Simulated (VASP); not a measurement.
# C (I4_1/amd) in VASP: a series of runs

The runs below take C through single point, with r2SCAN.

Program: VASP 6.6.1. These are calculated values, not measurements. Logs are shortened: lines on timing, memory, paths and dates and some standing lists are left out, and cuts for length are marked.

## 1. The cell of the first run

Symmetry: I4_1/amd, No. 141, tetragonal system. The conventional cell has a = 2.518 Å, b = 2.518 Å, c = 3.720 Å, α = 90.00°, β = 90.00°, γ = 90.00°. Within 2.1 Å of C (site symmetry -4m2) lie 4 C at 1.57 Å.

## 2. Single point, r2SCAN (strain +0.0450 x Voigt [0, 0, 1, 0, 0, 0])

The input, POSCAR:

```
C
1.0
    0.0000000000      1.7801417077      1.8602480845
    1.7801417077      0.0000000000      1.8602480845
    1.7801417077      1.7801417077      0.0000000000
C
2
Direct
    0.5000000000      0.5000000000      0.5000000000
    0.7500000000      0.7500000000      0.7500000000
```

The input, INCAR.step1:

```
SYSTEM = C
  PREC = Accurate
  ENCUT = 520
  ISMEAR = 0
  SIGMA = 0.05
  LREAL = .FALSE.
  LASPH = .TRUE.
  NELM = 100
  NBANDS = 11
  GGA = PE
  ALGO = Normal
  EDIFF = 1E-4
  LWAVE = .TRUE.
  LCHARG = .FALSE.
```

The input, INCAR.step2:

```
SYSTEM = C
  PREC = Accurate
  ENCUT = 520
  EDIFF = 1E-6
  ISMEAR = 0
  SIGMA = 0.05
  LREAL = .FALSE.
  LASPH = .TRUE.
  NELM = 100
  ALGO = Normal
  ISIF = 2
  LWAVE = .FALSE.
  LCHARG = .FALSE.
  METAGGA = R2SCAN
  LMIXTAU = .TRUE.
  NBANDS = 11
  ISTART = 1
```

The input, KPOINTS:

```
Automatic mesh
0
G
  12 12 12
  0 0 0
```

Potentials or basis: VASP PAW PBE potentials, release 64 (C).

Started as:

```console
$ cat potpaw_PBE.64/C/POTCAR > POTCAR
$ cp INCAR.step1 INCAR
$ mpirun -np 1 vasp_std > vasp.out
$ cp INCAR.step2 INCAR
$ mpirun -np 1 vasp_std > vasp.out
```

OUTCAR:

```text
SYSTEM = C
   PREC = Accurate
   ENCUT = 520
   EDIFF = 1E-6
   ISMEAR = 0
   LREAL = .FALSE.
   LASPH = .TRUE.
   NELM = 100
   ISIF = 2
   METAGGA = R2SCAN
   ISTART = 1

 ion  position               nearest neighbor table
   1  0.500  0.500  0.500-   2 1.57   2 1.57   2 1.57   2 1.57
   2  0.750  0.750  0.750-   1 1.57   1 1.57   1 1.57   1 1.57

  LATTYP: Found a body centered tetragonal cell.
 ALAT       =     2.5175005460
 C/A-ratio  =     1.4778531726

  Lattice vectors:

 A1 = (  -1.7801417077,   0.0000000000,   1.8602480845)
 A2 = (   1.7801417077,   0.0000000000,   1.8602480845)
 A3 = (   0.0000000000,   1.7801417077,  -1.8602480845)

Analysis of symmetry for initial positions (statically):
=====================================================================
 Subroutine PRICEL returns:
 Original cell was already a primitive cell.

 Routine SETGRP: Setting up the symmetry group for a
 body centered tetragonal supercell.

 Subroutine GETGRP returns: Found 16 space group operations
 (whereof  8 operations were pure point group operations)
 out of a pool of 16 trial point group operations.

The static configuration has the point symmetry D_2d.
 The point group associated with its full space group is D_4h.

Analysis of symmetry for dynamics (positions and initial velocities):
=====================================================================
 Subroutine PRICEL returns:
 Original cell was already a primitive cell.

 Routine SETGRP: Setting up the symmetry group for a
 body centered tetragonal supercell.

 Subroutine GETGRP returns: Found 16 space group operations
 (whereof  8 operations were pure point group operations)
 out of a pool of 16 trial point group operations.

The dynamic configuration has the point symmetry D_2d.
 The point group associated with its full space group is D_4h.

 Subroutine INISYM returns: Found 16 space group operations
 (whereof  8 operations are pure point group operations),
 and found     1 'primitive' translations

----------------------------------------------------------------------------------------

                                     Primitive cell

  volume of cell :      11.7899

  direct lattice vectors                    reciprocal lattice vectors
     0.000000000  1.780141708  1.860248085    -0.280876516  0.280876516  0.268781355
     1.780141708  0.000000000  1.860248085     0.280876516 -0.280876516  0.268781355
     1.780141708  1.780141708  0.000000000     0.280876516  0.280876516 -0.268781355
[... 91 lines left out ...]
   ISYM   =      2    0-nonsym 1-usesym 2-fastsym
   POTIM  = 0.5000    time-step for ionic-motion
   TEBEG  =    0.0;   TEEND  =   0.0 temperature during run
   PSTRESS=    0.0 pullay stress
   NELECT =       8.0000    total number of electrons
   NUPDOWN=      -1.0000    fix difference up-down
   EMIN   =  10.00;   EMAX   =-10.00  energy-range for DOS
   EFERMI =   0.00;   METHOD = LEGACY
   ISMEAR =     0;   SIGMA  =   0.05  broadening in eV -4-tet -1-fermi 0-gaus
   EFERMI_NEDOS =   21; number of points for ismear=-14 and -15
   IALGO  =     38    algorithm
   IMIX   =      4    mixing-type and parameters
     AMIX     =   0.40;   BMIX     =  1.00
     AMIX_MAG =   1.60;   BMIX_MAG =  1.00
  volume/ion in A,a.u.               =       5.89        39.78
  Fermi-wavevector in a.u.,A,eV,Ry     =   1.438583  2.718527 28.157530  2.069520
  Thomas-Fermi vector in A             =   2.557533
   LORBIT       =      0    0 simple, 1 ext, 2 COOP (PROOUT), +10 PAW based schemes
   METAGGA = R2SCAN    functional components
   LHFCALC =     F    Hartree Fock is set to
   AEXX    =    0.0000 exact exchange contribution
   IVDW    =     0    specifies the selected vdW correction
   LEPSILON=     F    determine dielectric tensor
   LRPA    =     F    only Hartree local field effects (RPA)
 non-spin polarized calculation
 Gauss-broadening in eV      SIGMA  =   0.05
  energy-cutoff  :      520.00
  volume of cell :       11.79
 maximum number of plane-waves:       334
   NGX =  9   NGY =  9   NGZ =  9

 number of electron       8.0000000 magnetization

 Free energy of the ion-electron system (eV)
  ---------------------------------------------------
  ext. energy  EPLUGINS =         0.00000000
  ---------------------------------------------------
  free energy    TOTEN  =       -19.58535979 eV

  energy without entropy =      -19.58535979  energy(sigma->0) =      -19.58535979

 E-fermi :   9.7451     XC(G=0): -14.0492

 val. band max:        9.3998795258   @ k =   0.0000   0.0000   0.0000
 cond. band min:      13.0831141473   @ k =   0.3333   0.0000   0.3333
 fundamental gap:      3.6832346214
 Fermi energy:         9.7451300965

 k-point     1 :       0.0000    0.0000    0.0000
  band No.  band energies     occupation
      1     -13.0045      2.00000
      2       8.6902      2.00000
      3       9.3999      2.00000
      4       9.3999      2.00000
      5      14.7183      0.00000
      6      14.7183      0.00000
      7      15.2973      0.00000
      8      22.0257      0.00000
      9      29.0558      0.00000
     10      34.7563      0.00000
     11      36.0642      0.00000
[... 309 lines left out ...]
 k-point    24 :      -0.4167    0.1667    0.0000
  band No.  band energies     occupation
      1      -6.7792      2.00000
      2      -3.7355      2.00000
      3       3.0634      2.00000
      4       5.9372      2.00000
      5      17.5013      0.00000
      6      19.7315      0.00000
      7      19.9038      0.00000
      8      25.1594      0.00000
      9      29.5629      0.00000
     10      34.0640      0.00000
     11      34.2624      0.00000

 [... further k-points ...]

------------------------ aborting loop because EDIFF is reached ----------------------------------------

  FORCE on cell =-STRESS in cart. coord.  units (eV):
  Direction    XX          YY          ZZ          XY          YZ          ZX
  --------------------------------------------------------------------------------------
  -------------------------------------------------------------------------------------
  Total       -0.2064462     -0.2064462     -3.3943342      0.0000000      0.0000000      0.0000000
  in kB      -28.0548126    -28.0548126   -461.2699555      0.0000000      0.0000000      0.0000000
  external PRESSURE =    -172.4598602 kB  Pullay stress =       0.0000000 kB

 VOLUME and BASIS-vectors are now :
 -----------------------------------------------------------------------------
  energy-cutoff  :      520.00
  volume of cell :       11.79
      direct lattice vectors                 reciprocal lattice vectors
     0.000000000  1.780141708  1.860248085    -0.280876516  0.280876516  0.268781355
     1.780141708  0.000000000  1.860248085     0.280876516 -0.280876516  0.268781355
     1.780141708  1.780141708  0.000000000     0.280876516  0.280876516 -0.268781355

 POSITION                                       TOTAL-FORCE (eV/Angst)
 -----------------------------------------------------------------------------------
      1.78014      1.78014      1.86025         0.000000      0.000000     -0.000000
      2.67021      2.67021      2.79037         0.000000      0.000000      0.000000
 -----------------------------------------------------------------------------------
    total drift:                                0.000000     -0.000000      0.000000

  FREE ENERGIE OF THE ION-ELECTRON SYSTEM (eV)
  ---------------------------------------------------
  free  energy   TOTEN  =       -19.5853597915 eV

  energy  without entropy=      -19.5853597915  energy(sigma->0) =      -19.58535979
```

OUTCAR.step1:

```text
SYSTEM = C
   PREC = Accurate
   ENCUT = 520
   ISMEAR = 0
   LREAL = .FALSE.
[... 561 lines left out ...]
      1.78014      1.78014      1.86025         0.000000      0.000000      0.000000
      2.67021      2.67021      2.79037        -0.000000     -0.000000     -0.000000
 -----------------------------------------------------------------------------------
    total drift:                                0.000000     -0.000000      0.000000

  FREE ENERGIE OF THE ION-ELECTRON SYSTEM (eV)
  ---------------------------------------------------
  free  energy   TOTEN  =       -18.1262051495 eV

  energy  without entropy=      -18.1262051495  energy(sigma->0) =      -18.12620515
```

OSZICAR.step1:

```text
N       E                     dE             d eps       ncg     rms          rms(c)
DAV:   1     0.128050846883E+01    0.12805E+01   -0.47007E+03  3733   0.690E+02
DAV:   2    -0.183022596601E+02   -0.19583E+02   -0.18959E+02  4823   0.127E+02
DAV:   3    -0.186893580044E+02   -0.38710E+00   -0.38585E+00  4165   0.136E+01
DAV:   4    -0.186901134649E+02   -0.75546E-03   -0.75544E-03  3884   0.719E-01
DAV:   5    -0.186901143781E+02   -0.91317E-06   -0.91318E-06  4066   0.239E-02    0.528E+00
DAV:   6    -0.182669699917E+02    0.42314E+00   -0.22092E-01  3697   0.328E+00    0.315E+00
DAV:   7    -0.181244599023E+02    0.14251E+00   -0.27417E-01  3855   0.370E+00    0.695E-01
DAV:   8    -0.181261612915E+02   -0.17014E-02   -0.78864E-03  3739   0.656E-01    0.422E-02
DAV:   9    -0.181262051495E+02   -0.43858E-04   -0.61149E-05  3979   0.631E-02
   1 F= -.18126205E+02 E0= -.18126205E+02  d E =-.356577E-17
```

Wall time 80 s (1 thread of Intel Xeon Platinum 8259CL at 2.50GHz (Skylake/Cascade Lake), shared host); peak memory 0.13 GiB.

What came out:

| Property | Result |
| --- | --- |
| Free energy | -19.5854 eV |
| Pressure | -17.2 GPa |
| Band gap on the k mesh | 3.68 eV, indirect (least direct gap 5.32 eV) |

Stress tensor (GPa, compression positive):
```
 -2.81   0.00   0.00
  0.00  -2.81   0.00
  0.00   0.00 -46.13
```

Caveat: the cell differs from its parent crystal (strain +0.0450 x Voigt [0, 0, 1, 0, 0, 0]); the PAW data sets were made with another functional, which shifts forces and pressure a little. A k mesh can miss the band edges.

## 3. Single point, r2SCAN (strain +0.0600 x Voigt [0, 0, 1, 0, 0, 0])

The input, POSCAR:

```
C
1.0
    0.0000000000      1.7801417077      1.8869502102
    1.7801417077      0.0000000000      1.8869502102
    1.7801417077      1.7801417077      0.0000000000
C
2
Direct
    0.5000000000      0.5000000000      0.5000000000
    0.7500000000      0.7500000000      0.7500000000
```

The input, INCAR.step1:

```
PREC     = Accurate       # precision mode
ENCUT    = 520            # plane-wave cutoff, eV
ISMEAR   = 0              # smearing method
SIGMA    = 0.05           # smearing width, eV
LREAL    = F              # projectors in reciprocal space
LASPH    = T              # aspherical terms in the spheres
NELM     = 80             # most SCF steps
NBANDS   = 11             # bands
GGA      = PE             # functional
ALGO     = Normal         # electronic algorithm
EDIFF    = 1E-4           # SCF threshold, eV
LWAVE    = T              # write WAVECAR
LCHARG   = F              # write CHGCAR
```

The input, INCAR.step2:

```
PREC     = Accurate       # precision mode
ENCUT    = 520            # plane-wave cutoff, eV
EDIFF    = 1E-6           # SCF threshold, eV
ISMEAR   = 0              # smearing method
SIGMA    = 0.05           # smearing width, eV
LREAL    = F              # projectors in reciprocal space
LASPH    = T              # aspherical terms in the spheres
NELM     = 80             # most SCF steps
ALGO     = Normal         # electronic algorithm
ISIF     = 2              # what is computed and relaxed
LWAVE    = F              # write WAVECAR
LCHARG   = T              # write CHGCAR
METAGGA  = R2SCAN         # meta-GGA
LMIXTAU  = T            
LELF     = T              # ELF
LVHAR    = T            
NBANDS   = 11             # bands
ISTART   = 1
```

The input, KPOINTS:

```
Automatic mesh
0
Gamma
  12 12 12
```

Potentials or basis: VASP PAW PBE potentials, release 64 (C).

Started as:

```console
$ cat potpaw_PBE.64/C/POTCAR > POTCAR
$ cp INCAR.step1 INCAR
$ mpirun -np 1 vasp_std > vasp.out
$ cp INCAR.step2 INCAR
$ mpirun -np 1 vasp_std > vasp.out
```

Run time: 83 s. Hardware: 1 thread of Intel Xeon Platinum 8259CL at 2.50GHz (Skylake/Cascade Lake), shared host; peak memory 0.13 GiB.

Results (log left out):

| Item | Value |
| --- | --- |
| Free energy | -19.5293 eV |
| Pressure | -22.5 GPa |
| Band gap on the k mesh | 3.47 eV, indirect (least direct gap 5.15 eV) |

Stress tensor (GPa, compression positive):
```
 -3.45   0.00   0.00
  0.00  -3.45   0.00
  0.00   0.00 -60.61
```

Levels at points of the mesh, in eV from the valence-band top:
```tsv
k point	band 1	band 2	band 3	band 4	band 5	band 6	band 7	band 8	band 9
(0.00, 0.00, 0.00)	-22.29	-0.94	0.00	0.00	5.15	5.15	5.91	12.18	19.41
(0.50, 0.00, 0.00)	-16.63	-13.76	-3.69	-2.60	7.01	8.55	9.18	15.88	22.02
(0.50, 0.50, 0.00)	-14.10	-14.10	-6.06	-6.06	5.49	5.49	16.48	16.48	22.68
(0.50, 0.00, 0.50)	-13.22	-13.22	-6.90	-6.90	4.13	4.13	16.66	16.66	23.39
```

Caveat: the cell differs from its parent crystal (strain +0.0600 x Voigt [0, 0, 1, 0, 0, 0]); the PAW data sets were made with another functional, which shifts forces and pressure a little. A k mesh can miss the band edges.

## 4. Single point, r2SCAN (strain +0.0525 x Voigt [0, 0, 1, 0, 0, 0])

The input, POSCAR:

```
C
1.0
    0.0000000000      1.7801417077      1.8735991474
    1.7801417077      0.0000000000      1.8735991474
    1.7801417077      1.7801417077      0.0000000000
C
2
Direct
    0.5000000000      0.5000000000      0.5000000000
    0.7500000000      0.7500000000      0.7500000000
```

The input, INCAR.step1:

```
PREC = Accurate
ENCUT = 520
ISMEAR = 0
SIGMA = 0.05
LREAL = F
LASPH = T
NELM = 100
NBANDS = 11
GGA = PE
ALGO = Normal
EDIFF = 1E-4
LWAVE = T
LCHARG = F
```

The input, INCAR.step2:

```
PREC = Accurate
ENCUT = 520
EDIFF = 1E-6
ISMEAR = 0
SIGMA = 0.05
LREAL = F
LASPH = T
NELM = 100
ALGO = Normal
ISIF = 2
LWAVE = F
LCHARG = F
METAGGA = R2SCAN
LMIXTAU = T
NBANDS = 11
ISTART = 1
```

KPOINTS is that of step 3.

Potentials or basis: VASP PAW PBE potentials, release 64 (C).

Started as:

```console
$ cat potpaw_PBE.64/C/POTCAR > POTCAR
$ cp INCAR.step1 INCAR
$ mpirun -np 1 vasp_std > vasp.out
$ cp INCAR.step2 INCAR
$ mpirun -np 1 vasp_std > vasp.out
```

OUTCAR:

```text
PREC = Accurate
   ENCUT = 520
   EDIFF = 1E-6
   ISMEAR = 0
   LREAL = F
   LASPH = T
   NELM = 100
   ISIF = 2
   METAGGA = R2SCAN
   ISTART = 1

 ion  position               nearest neighbor table
   1  0.500  0.500  0.500-   2 1.57   2 1.57   2 1.57   2 1.57
   2  0.750  0.750  0.750-   1 1.57   1 1.57   1 1.57   1 1.57

  LATTYP: Found a body centered tetragonal cell.
 ALAT       =     2.5175005460
 C/A-ratio  =     1.4884597744

  Lattice vectors:

[... 515 lines left out ...]
      5      17.4598      0.00000
      6      19.5916      0.00000
      7      19.6378      0.00000
      8      24.9710      0.00000
      9      29.4377      0.00000
     10      33.9022      0.00000
     11      33.9923      0.00000

 [... further k-points ...]
[... 5 lines left out ...]
  --------------------------------------------------------------------------------------
  -------------------------------------------------------------------------------------
  Total       -0.2344494     -0.2344494     -3.9612113      0.0000000      0.0000000      0.0000000
  in kB      -31.6332601    -31.6332601   -534.4693062      0.0000000      0.0000000      0.0000000
  external PRESSURE =    -199.2452754 kB  Pullay stress =       0.0000000 kB

 VOLUME and BASIS-vectors are now :
 -----------------------------------------------------------------------------
  energy-cutoff  :      520.00
  volume of cell :       11.87
      direct lattice vectors                 reciprocal lattice vectors
     0.000000000  1.780141708  1.873599147    -0.280876516  0.280876516  0.266866048
     1.780141708  0.000000000  1.873599147     0.280876516 -0.280876516  0.266866048
     1.780141708  1.780141708  0.000000000     0.280876516  0.280876516 -0.266866048

 POSITION                                       TOTAL-FORCE (eV/Angst)
 -----------------------------------------------------------------------------------
      1.78014      1.78014      1.87360        -0.000000     -0.000000      0.000000
      2.67021      2.67021      2.81040         0.000000      0.000000      0.000000
 -----------------------------------------------------------------------------------
    total drift:                                0.000000     -0.000000      0.000000

  FREE ENERGIE OF THE ION-ELECTRON SYSTEM (eV)
  ---------------------------------------------------
  free  energy   TOTEN  =       -19.5592235718 eV

  energy  without entropy=      -19.5592235718  energy(sigma->0) =      -19.55922357
```

OSZICAR.step1:

```text
N       E                     dE             d eps       ncg     rms          rms(c)
DAV:   1     0.129319766187E+01    0.12932E+01   -0.46984E+03  3808   0.688E+02
DAV:   2    -0.182600558947E+02   -0.19553E+02   -0.18889E+02  4686   0.127E+02
DAV:   3    -0.186524454624E+02   -0.39239E+00   -0.39130E+00  4165   0.136E+01
DAV:   4    -0.186531490734E+02   -0.70361E-03   -0.70359E-03  3895   0.715E-01
DAV:   5    -0.186531499420E+02   -0.86863E-06   -0.86862E-06  4102   0.240E-02    0.522E+00
DAV:   6    -0.182402805875E+02    0.41287E+00   -0.21555E-01  3688   0.324E+00    0.312E+00
DAV:   7    -0.181012163899E+02    0.13906E+00   -0.26814E-01  3855   0.366E+00    0.684E-01
DAV:   8    -0.181028941714E+02   -0.16778E-02   -0.77403E-03  3748   0.649E-01    0.420E-02
DAV:   9    -0.181029382886E+02   -0.44117E-04   -0.61125E-05  4008   0.631E-02
   1 F= -.18102938E+02 E0= -.18102938E+02  d E =-.619615E-17
```

It took 84 s on 1 thread of Intel Xeon Platinum 8259CL at 2.50GHz (Skylake/Cascade Lake), shared host; peak memory 0.13 GiB.

Results:

```
Free energy            : -19.5592 eV
Pressure               : -19.9 GPa
Band gap on the k mesh : 3.58 eV, indirect (least direct gap 5.24 eV)
```

Levels at points of the mesh, in eV from the valence-band top:
```csv
k point,band 2,band 3,band 4,band 5,band 6,band 7
"(0.00, 0.00, 0.00)",-0.83,0.00,0.00,5.24,5.24,5.91
"(0.50, 0.00, 0.00)",-13.80,-3.60,-2.65,7.25,8.60,9.17
"(0.50, 0.50, 0.00)",-14.04,-6.13,-6.13,5.44,5.44,16.67
"(0.50, 0.00, 0.50)",-13.27,-6.88,-6.88,4.24,4.24,16.84
```

Caveat: the cell differs from its parent crystal (strain +0.0525 x Voigt [0, 0, 1, 0, 0, 0]); the PAW data sets were made with another functional, which shifts forces and pressure a little. A k mesh can miss the band edges.

## 5. Summary

```tsv
cell	gap on the mesh (eV)	pressure (GPa)
a = 2.575, b = 2.575, c = 2.518 Å, angles 60.7, 60.7, 58.5°, 2 atoms	3.68	-17.2
a = 2.594, b = 2.594, c = 2.518 Å, angles 61.0, 61.0, 58.1°, 2 atoms	3.47	-22.5
a = 2.584, b = 2.584, c = 2.518 Å, angles 60.9, 60.9, 58.3°, 2 atoms	3.58	-19.9
```

Alike in all rows: task single point; level r2SCAN; potentials or basis VASP PAW PBE potentials, release 64 (C); no spin polarisation; k mesh 12 × 12 × 12; cutoff (eV) 520; smearing gaussian 0.05 eV.

Caveats: the PAW data sets were made with another functional, which shifts forces and pressure a little.

Absolute energies hang on the potentials; compare differences alone.
